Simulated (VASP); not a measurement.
Cs4Br, 5 atoms in the cell. The structure is cubic, space group Pm-3m (No. 221). Conventional cell: a = 7.558 Å, b = 7.558 Å, c = 7.558 Å, α = 90.00°, β = 90.00°, γ = 90.00°. Within 5.0 Å of Cs (site symmetry 4/mmm) lie 2 Br at 3.78 Å. Br (site symmetry m-3m) has 6 Cs at 3.78 Å within 5.0 Å. The cell was generated, and may not be a known phase.

```yaml
Program: VASP 6.6.1
Task: single point
Functional: PBE
Potentials_or_basis: VASP PAW PBE potentials, release 64 (Cs_sv, Br)
Cutoff: 520 eV
k_mesh: 2 × 2 × 2
Occupations: gaussian, width 0.1 eV
Spin: no spin polarisation
Dipole_correction: no
Further_INCAR_settings: ALGO = Normal; EDIFF = 1e-06; NBANDS = 30
```

Potentials or basis: VASP PAW PBE potentials, release 64 (Cs_sv, Br).

Command:

```sh
$ cat potpaw_PBE.64/Cs_sv/POTCAR potpaw_PBE.64/Br/POTCAR > POTCAR
$ mpirun -np 1 vasp_std > vasp.out
```

Hardware: 1 thread of Intel(R) Xeon(R) 6975P-C (Granite Rapids), with other jobs on the host.

Q: Estimate the wall time of this run.

A: It took 38 s on 1 thread of Intel(R) Xeon(R) 6975P-C (Granite Rapids), with other jobs on the host, peak memory 0.38 GiB. Counts: scf iterations 14, k points 4.
